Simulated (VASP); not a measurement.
# As (Pmmn) in VASP: further runs

Runs on As. Level: PBE. Tasks: single point, relaxation of cell and atoms.

Everything below comes from runs of VASP 6.6.1. Logs are shortened: lines on timing, memory, paths and dates and some standing lists are left out, and cuts for length are marked.

### Step 1. The cell of the first run

Symmetry: Pmmn, No. 59, orthorhombic system. Conventional cell: a = 2.574 Å, b = 4.292 Å, c = 3.926 Å, α = 90.00°, β = 90.00°, γ = 90.00°. As (site symmetry mm2) has 6 As at 2.51 to 2.57 Å within 3.3 Å.

### Step 2. Single point, PBE

File INCAR:

```
SYSTEM = As
ALGO = Normal
EDIFF = 1E-6
ENCUT = 520
GGA = PE
ISIF = 2
ISMEAR = 0
LASPH = .True.
LCHARG = .True.
LELF = .True.
LREAL = .False.
LVHAR = .True.
LWAVE = .False.
NBANDS = 12
NELM = 60
PREC = Accurate
SIGMA = 0.1
```

File KPOINTS:

```
k-points
0
Gamma
  6 4 4
  0 0 0
```

File POSCAR:

```
As
1.0
    2.5736879700      0.0000000000      0.0000000000
    0.0000000000      4.2915144500      0.0000000000
    0.0000000000      0.0000000000      3.9255316800
As
2
Direct
    0.5000000000      0.0000000000      0.9679248300
    0.0000000000      0.5000000000      0.0320751700
```

Potentials or basis: VASP PAW PBE potentials, release 64 (As).

The run is started by

```
> cat potpaw_PBE.64/As/POTCAR > POTCAR
> mpirun -np 1 vasp_std > vasp.out
```

OUTCAR:

```text
SYSTEM = As
   EDIFF = 1E-6
   ENCUT = 520
   GGA = PE
   ISIF = 2
   ISMEAR = 0
   LASPH = .True.
   LREAL = .False.
   NELM = 60
   PREC = Accurate

 ion  position               nearest neighbor table
   1  0.500  0.000  0.968-   2 2.51   2 2.51   2 2.51   2 2.51
   2  0.000  0.500  0.032-   1 2.51   1 2.51   1 2.51   1 2.51

  LATTYP: Found a simple orthorhombic cell.
 ALAT       =     2.5736879700
 B/A-ratio  =     1.5252554800
 C/A-ratio  =     1.6674571665

  Lattice vectors:

 A1 = (  -2.5736879700,   0.0000000000,   0.0000000000)
 A2 = (   0.0000000000,   0.0000000000,   3.9255316800)
 A3 = (   0.0000000000,   4.2915144500,   0.0000000000)

Analysis of symmetry for initial positions (statically):
=====================================================================
 Subroutine PRICEL returns:
 Original cell was already a primitive cell.

 Routine SETGRP: Setting up the symmetry group for a
 simple orthorhombic supercell.

 Subroutine GETGRP returns: Found  8 space group operations
 (whereof  4 operations were pure point group operations)
 out of a pool of  8 trial point group operations.

The static configuration has the point symmetry C_2v.
 The point group associated with its full space group is D_2h.

Analysis of symmetry for dynamics (positions and initial velocities):
=====================================================================
 Subroutine PRICEL returns:
 Original cell was already a primitive cell.

 Routine SETGRP: Setting up the symmetry group for a
 simple orthorhombic supercell.

 Subroutine GETGRP returns: Found  8 space group operations
 (whereof  4 operations were pure point group operations)
 out of a pool of  8 trial point group operations.

The dynamic configuration has the point symmetry C_2v.
 The point group associated with its full space group is D_2h.

 Subroutine INISYM returns: Found  8 space group operations
 (whereof  4 operations are pure point group operations),
 and found     1 'primitive' translations

----------------------------------------------------------------------------------------

                                     Primitive cell

  volume of cell :      43.3576

  direct lattice vectors                    reciprocal lattice vectors
[... 81 lines left out ...]
   ISPIN  =      1    spin polarized calculation?
   LNONCOLLINEAR =      F non collinear calculations
   LSORBIT =      F    spin-orbit coupling
   LASPH  =      T    aspherical Exc in radial PAW
   ENCUT  =  520.0 eV  38.22 Ry    6.18 a.u.   4.79  7.98  7.30*2*pi/ulx,y,z
   NELM   =     60;   NELMIN=  2; NELMDL= -5     # of ELM steps
   EDIFF  = 0.1E-05   stopping-criterion for ELM
   LREAL  =      F    real-space projection
[... 7 lines left out ...]
   TEBEG  =    0.0;   TEEND  =   0.0 temperature during run
   PSTRESS=    0.0 pullay stress
   NELECT =      10.0000    total number of electrons
   NUPDOWN=      -1.0000    fix difference up-down
   EMIN   =  10.00;   EMAX   =-10.00  energy-range for DOS
   EFERMI =   0.00;   METHOD = LEGACY
   ISMEAR =     0;   SIGMA  =   0.10  broadening in eV -4-tet -1-fermi 0-gaus
   EFERMI_NEDOS =   21; number of points for ismear=-14 and -15
   IALGO  =     38    algorithm
   IMIX   =      4    mixing-type and parameters
     AMIX     =   0.40;   BMIX     =  1.00
     AMIX_MAG =   1.60;   BMIX_MAG =  1.00
  volume/ion in A,a.u.               =      21.68       146.30
  Fermi-wavevector in a.u.,A,eV,Ry     =   1.003968  1.897224 13.714014  1.007952
  Thomas-Fermi vector in A             =   2.136554
   LORBIT       =      0    0 simple, 1 ext, 2 COOP (PROOUT), +10 PAW based schemes
   GGA     = PE    functional components
   LHFCALC =     F    Hartree Fock is set to
   AEXX    =    0.0000 exact exchange contribution
   IVDW    =     0    specifies the selected vdW correction
   LEPSILON=     F    determine dielectric tensor
   LRPA    =     F    only Hartree local field effects (RPA)
 non-spin polarized calculation
 Gauss-broadening in eV      SIGMA  =   0.10
  energy-cutoff  :      520.00
  volume of cell :       43.36
 maximum number of plane-waves:      1184
 NGX is ok and might be reduce to    20
   NGX =  9   NGY = 15   NGZ = 15

 number of electron      10.0000000 magnetization

 Free energy of the ion-electron system (eV)
  ---------------------------------------------------
  ext. energy  EPLUGINS =         0.00000000
  ---------------------------------------------------
  free energy    TOTEN  =        -7.21370913 eV

  energy without entropy =       -7.20582640  energy(sigma->0) =       -7.20976776

 E-fermi :   5.0751     XC(G=0):  -9.7068

 val. band max:        4.9627006839   @ k =   0.1667   0.0000   0.2500
 cond. band min:       5.0787030078   @ k =   0.1667   0.0000   0.5000
 fundamental gap:      0.1160023238
 Fermi energy:         5.0751287611

 k-point     1 :       0.0000    0.0000    0.0000
  band No.  band energies     occupation
      1     -11.1381      2.00000
      2      -3.6052      2.00000
      3      -2.3577      2.00000
      4       1.3597      2.00000
      5       6.0798      0.00000
      6       8.3629      0.00000
      7       9.5089      0.00000
      8      12.0021      0.00000
      9      14.1801      0.00000
     10      15.2754      0.00000
     11      15.6040      0.00000
     12      15.6057      0.00000
[... 331 lines left out ...]
 k-point    24 :       0.5000    0.5000    0.2500
  band No.  band energies     occupation
      1      -4.0058      2.00000
      2      -4.0058      2.00000
      3      -2.4611      2.00000
      4      -2.4611      2.00000
      5       5.5813      0.00000
      6       5.5813      0.00000
      7       9.3770      0.00000
      8       9.3770      0.00000
      9      11.5325      0.00000
     10      11.5325      0.00000
     11      15.7234      0.00000
     12      15.7234      0.00000

 [... further k-points ...]
[... 5 lines left out ...]
  --------------------------------------------------------------------------------------
  -------------------------------------------------------------------------------------
  Total        6.1411578     10.9748096     -0.6789070      0.0000000      0.0000000      0.0000000
  in kB      226.9320749    405.5483310    -25.0874138      0.0000000      0.0000000      0.0000000
  external PRESSURE =     202.4643307 kB  Pullay stress =       0.0000000 kB

 VOLUME and BASIS-vectors are now :
 -----------------------------------------------------------------------------
  energy-cutoff  :      520.00
  volume of cell :       43.36
      direct lattice vectors                 reciprocal lattice vectors
     2.573687970  0.000000000  0.000000000     0.388547490  0.000000000  0.000000000
     0.000000000  4.291514450  0.000000000     0.000000000  0.233017973  0.000000000
     0.000000000  0.000000000  3.925531680     0.000000000  0.000000000  0.254742563

 POSITION                                       TOTAL-FORCE (eV/Angst)
 -----------------------------------------------------------------------------------
      1.28684      0.00000      3.79962         0.000000      0.000000     -0.281518
      0.00000      2.14576      0.12591         0.000000      0.000000      0.281518
 -----------------------------------------------------------------------------------
    total drift:                                0.000000      0.000000      0.000000

  FREE ENERGIE OF THE ION-ELECTRON SYSTEM (eV)
  ---------------------------------------------------
  free  energy   TOTEN  =        -7.2137091271 eV

  energy  without entropy=       -7.2058264005  energy(sigma->0) =       -7.20976776
```

stdout:

```text
POSCAR found type information on POSCAR As
 POSCAR found :  1 types and       2 ions
 scaLAPACK will be used
 LDA part: xc-table for (Slater+PW92), standard interpolation
 POSCAR, INCAR and KPOINTS ok, starting setup
 FFT: planning ... GRIDC
 FFT: planning ... GRID_SOFT
 FFT: planning ... GRID
 WAVECAR not read
 entering main loop
```

Run time: 21 s. Hardware: 1 thread of Intel Xeon 6975P-C, shared host; peak memory 0.15 GiB.

What came out:

- Free energy: -7.2137 eV
- Pressure: 20.2 GPa
- Largest force: 0.282 eV/Å
- Band gap on the k mesh: zero (band 5 reaches 7.42 eV, above the bottom of band 6 at 3.09 eV)

Forces on the atoms (eV/Å):
```
As   0.000  0.000 -0.282
As   0.000  0.000  0.282
```

Stress tensor (GPa, compression positive):
```
22.69  0.00  0.00
 0.00 40.55  0.00
 0.00  0.00 -2.51
```

Levels at points of the mesh, in eV from the Fermi level:
```
           k point  band 3  band 4  band 5  band 6  band 7  band 8
(0.00, 0.00, 0.00)   -7.43   -3.72    1.00    3.29    4.43    6.93
(0.50, 0.00, 0.00)   -2.89   -2.89   -1.56   -1.56    1.25    1.25
(0.00, 0.50, 0.00)   -2.06   -2.06    2.12    2.12    4.22    4.22
(0.50, 0.50, 0.00)   -7.64   -7.64    1.58    1.58    5.12    5.12
(0.00, 0.00, 0.50)   -7.22   -5.97    0.06    3.96    4.60    9.83
(0.50, 0.00, 0.50)   -2.79   -2.79   -1.34   -1.34   -0.72   -0.72
(0.00, 0.50, 0.50)   -4.32   -4.32    2.34    2.34    6.67    6.67
(0.50, 0.50, 0.50)   -7.42   -7.42   -0.34   -0.34    3.44    3.44
```

Caveat: the k points lie up to 0.41 Å⁻¹ apart; this functional lacks dispersion, which binds the layers, so the pressure and a relaxed spacing across them are unreliable.

### Step 3. Relaxation of cell and atoms, PBE

File INCAR:

```
SYSTEM = As
PREC = Accurate ; ENCUT = 600
EDIFF = 1E-6 ; ISMEAR = 0
SIGMA = 0.1 ; LREAL = .False.
LASPH = .True. ; NELM = 60
ALGO = Normal ; ISIF = 3
LWAVE = .False. ; LCHARG = .False.
GGA = PE ; IBRION = 2
NSW = 90 ; EDIFFG = -0.04
```

File KPOINTS:

```
Automatic mesh
0
Gamma
  6 4 4
  0 0 0
```

POSCAR is that of step 2.

Potentials or basis: VASP PAW PBE potentials, release 64 (As).

The run is started by

```
> cat potpaw_PBE.64/As/POTCAR > POTCAR
> mpirun -np 1 vasp_std > vasp.out
```

It took 3.6 min on 1 thread of Intel Xeon 6975P-C, shared host; peak memory 0.18 GiB.

It converged, with:

```yaml
Free_energy: -8.6381 eV
Relaxed_volume: 20.84 Å³/atom
Relaxed_cell: a = 2.631 Å, b = 5.369 Å, c = 2.951 Å, α = 90.00°, β = 90.00°, γ = 90.00°
Space_group_after_relaxing_to_0.05_Å: Cmmm (No. 65)
Energy_gained_by_relaxing: 712.1 meV/atom
Ionic_steps: 20
Pressure_after_relaxing: 0.1 GPa
Largest_force_after_relaxing: 0.004 eV/Å
Band_gap_on_the_k_mesh: zero (band 5 reaches 9.51 eV, above the bottom of band 6 at 3.23 eV)
```

Forces on the atoms (eV/Å):
```
As   0.000  0.000  0.004
As   0.000  0.000 -0.004
```

Stress tensor (GPa, compression positive):
```
 0.15  0.00  0.00
 0.00 -0.07  0.00
 0.00  0.00  0.14
```

Step by step:
| step | energy change (eV) | largest force (eV/Å) | pressure (GPa) | volume (Å³) |
| --- | --- | --- | --- | --- |
| 1 | 0.0000 | 0.2816 | 20.25 | 43.36 |
| 2 | -0.2536 | 0.0114 | -9.63 | 61.93 |
| 3 | -0.6780 | 0.3443 | -2.45 | 51.68 |
| 4 | -0.7978 | 0.2682 | -1.70 | 49.71 |
| 5 | -0.8184 | 0.0409 | 1.27 | 47.18 |
| 6 | -0.8326 | 0.0908 | -0.42 | 48.09 |
| 7 | -0.9334 | 0.0466 | -0.71 | 46.61 |
| 8 | -1.3746 | 0.2180 | 0.70 | 41.72 |
| 9 | -1.3888 | 0.1599 | -1.72 | 42.36 |
| 10 | -1.3929 | 0.1828 | -0.97 | 42.14 |
| 11 | -1.3978 | 0.1534 | -0.01 | 41.57 |
| 12 | -1.3983 | 0.1422 | 0.42 | 41.34 |
| 13 | -1.4015 | 0.1361 | 0.36 | 41.37 |
| 14 | -1.4097 | 0.1179 | 0.16 | 41.48 |
| 15 | -1.4185 | 0.0537 | -0.43 | 41.69 |
| 16 | -1.4205 | 0.0439 | -0.29 | 41.66 |
| 17 | -1.4235 | 0.0146 | 0.10 | 41.58 |
| 18 | -1.4235 | 0.0103 | 0.16 | 41.57 |
| 19 | -1.4238 | 0.0086 | 0.14 | 41.60 |
| 20 | -1.4243 | 0.0041 | 0.07 | 41.68 |

Final structure:
```
CELL_PARAMETERS angstrom
2.63090 0.00000 0.00000
0.00000 5.36865 0.00000
0.00000 0.00000 2.95082
ATOMIC_POSITIONS crystal
As 0.50000 0.00000 0.99897
As 0.00000 0.50000 0.00103
```

Levels at points of the mesh, in eV from the Fermi level:
| k point | band 2 | band 3 | band 4 | band 5 | band 6 | band 7 | band 8 | band 9 |
| --- | --- | --- | --- | --- | --- | --- | --- | --- |
| (0.00, 0.00, 0.00) | -11.43 | -6.45 | 1.90 | 4.15 | 4.19 | 5.40 | 6.88 | 7.77 |
| (0.50, 0.00, 0.00) | -9.75 | -4.93 | -4.93 | -1.25 | -1.25 | 5.53 | 5.53 | 11.97 |
| (0.00, 0.50, 0.00) | -13.43 | -2.01 | -2.01 | 2.84 | 2.84 | 6.37 | 6.37 | 8.00 |
| (0.50, 0.50, 0.00) | -9.47 | -6.22 | -6.22 | 1.55 | 1.55 | 5.58 | 5.58 | 6.48 |
| (0.00, 0.00, 0.50) | -9.40 | -6.32 | -4.63 | -3.49 | 2.67 | 5.51 | 6.80 | 9.06 |
| (0.50, 0.00, 0.50) | -7.64 | -3.24 | -3.24 | -2.13 | -2.13 | 0.50 | 0.50 | 4.68 |
| (0.00, 0.50, 0.50) | -11.43 | -5.25 | -5.25 | -0.22 | -0.22 | 6.88 | 7.74 | 7.74 |
| (0.50, 0.50, 0.50) | -7.31 | -4.56 | -4.56 | -2.01 | -2.01 | 3.02 | 3.02 | 3.49 |

Caveat: the k points lie up to 0.53 Å⁻¹ apart in the final cell; this functional lacks dispersion, which binds the layers, so the pressure and a relaxed spacing across them are unreliable.
